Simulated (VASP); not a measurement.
Set up this calculation in VASP 6.6.1, as the native input.

* Task: single point
* Functional: r2SCAN
* Potentials or basis: VASP PAW PBE potentials, release 64 (Au)
* Cutoff: 520 eV
* k mesh: 22 × 22 × 22
* Occupations: gaussian, width 0.15 eV
* Spin: no spin polarisation
* Dipole correction: no
* Further INCAR settings: ALGO = Normal; EDIFF = 1e-07; NBANDS = 12

Au:

```
Au
1.0
    -1.74952    1.74952    1.48710
     1.74952   -1.74952    1.48710
     1.74952    1.74952   -1.48710
Au
1
Cartesian
  0.0000 0.0000 0.0000
```

This cell differs from its parent crystal: ratio of the length along z to the lengths across it x 0.85, volume and fractional coordinates fixed.

These files were run (other wordings do the same):

POSCAR

```
Au
1.0
   -1.7495245116      1.7495245116      1.4870958348
    1.7495245116     -1.7495245116      1.4870958348
    1.7495245116      1.7495245116     -1.4870958348
Au
1
Direct
    0.0000000000      0.0000000000      0.0000000000
```

INCAR.step1

```
PREC = Accurate
ENCUT = 520
ISMEAR = 0
SIGMA = 0.15
LREAL = F
LASPH = T
NELM = 80
NBANDS = 12
GGA = PE
ALGO = Normal
EDIFF = 1E-4
LWAVE = T
LCHARG = F
```

INCAR.step2

```
PREC = Accurate
ENCUT = 520
EDIFF = 1E-7
ISMEAR = 0
SIGMA = 0.15
LREAL = F
LASPH = T
NELM = 80
ALGO = Normal
ISIF = 2
LWAVE = F
LCHARG = F
METAGGA = R2SCAN
LMIXTAU = T
NBANDS = 12
ISTART = 1
```

KPOINTS

```
Automatic mesh
0
Gamma
  22 22 22
```

Potentials or basis: VASP PAW PBE potentials, release 64 (Au).

Launch:

```console
$ cat potpaw_PBE.64/Au/POTCAR > POTCAR
$ cp INCAR.step1 INCAR
$ mpirun -np 1 vasp_std > vasp.out
$ cp INCAR.step2 INCAR
$ mpirun -np 1 vasp_std > vasp.out
```

Results of the run:

| Quantity | Value |
| --- | --- |
| Pressure | -3.9 GPa |
| Band gap on the k mesh | zero (an odd number of electrons rules out a gap without spin polarisation) |

Caveat: the cell stands under tension; the PAW data sets were made with another functional, which shifts forces and pressure a little; spin-orbit coupling is left out, which moves the levels of the heavy elements.

Wall time 6.5 min on 1 thread of AMD EPYC 9R45 96-Core Processor (Zen 5) (shared host), peak memory 0.27 GiB.
